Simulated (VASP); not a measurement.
Set up this calculation in VASP 6.6.1, as the native input.

- Task: single point
- Functional: PBE
- Potentials or basis: VASP PAW PBE potentials, release 64 (C, N, H)
- Cutoff: 520 eV
- k mesh: 2 × 2 × 1
- Occupations: fermi-dirac, width 0.05 eV
- Spin: no spin polarisation
- Dipole correction: no
- Further INCAR settings: LREAL = Auto; ALGO = Normal; EDIFF = 1e-06; NBANDS = 55

The structure of HC18N lies in POSCAR:

```
HC18N
1.0
    7.3980000000      0.0000000000      0.0000000000
   -3.6990000000      6.4068560000      0.0000000000
    0.0000000000      0.0000000000     12.0000000000
C N H
18 1 1
Direct
    0.0207787499      0.0151909142      0.0811302500
    0.2436943044      0.1273618449      0.0772583333
    0.0194429673      0.3510803115      0.0774310833
    0.2425744728      0.4632897946      0.0821854167
    0.0221928980      0.6845777398      0.0752734167
    0.2423272135      0.7942927077      0.0774646667
    0.3536281343      0.0173606212      0.0777581667
    0.5769748543      0.1291073188      0.0774530000
    0.3558132674      0.3504264806      0.0813152500
    0.5737083909      0.4567533592      0.0832555833
    0.3492561746      0.6809397620      0.0868258333
    0.5731251591      0.7977810021      0.1121868333
    0.6899138211      0.0222691130      0.0866632500
    0.9071879863      0.1280464240      0.0822679167
    0.6867576675      0.3493371788      0.0756267500
    0.9097422994      0.4612115521      0.0761427500
    0.6922875456      0.6803093436      0.1081640000
    0.9156241268      0.7978997811      0.0824415833
    0.6450786266      0.7431234602      0.2167397500
    0.5226719693      0.6110589968      0.2507490000
```

One way to write it, as run:

INCAR

```
PREC = Accurate
ENCUT = 520
EDIFF = 1E-6
ISMEAR = -1
SIGMA = 0.05
LREAL = Auto
LASPH = T
NELM = 100
ALGO = Normal
ISIF = 2
LWAVE = F
LCHARG = T
GGA = PE
LELF = T
LVHAR = T
NBANDS = 55
```

KPOINTS

```
regular mesh
0
Gamma
  2 2 1
```

Potentials or basis: VASP PAW PBE potentials, release 64 (C, N, H).

Launch:

```bash
$ cat potpaw_PBE.64/C/POTCAR potpaw_PBE.64/N/POTCAR potpaw_PBE.64/H/POTCAR > POTCAR
$ mpirun -np 1 vasp_std > vasp.out
```

Results of the run:

```
Largest force          : 0.318 eV/Å
Band gap on the k mesh : 0.20 eV
```

Caveat: the k points lie up to 0.49 Å⁻¹ apart.

Wall time 2.9 min on 1 thread of Intel(R) Xeon(R) 6975P-C (Granite Rapids), on a shared host, peak memory 0.59 GiB.
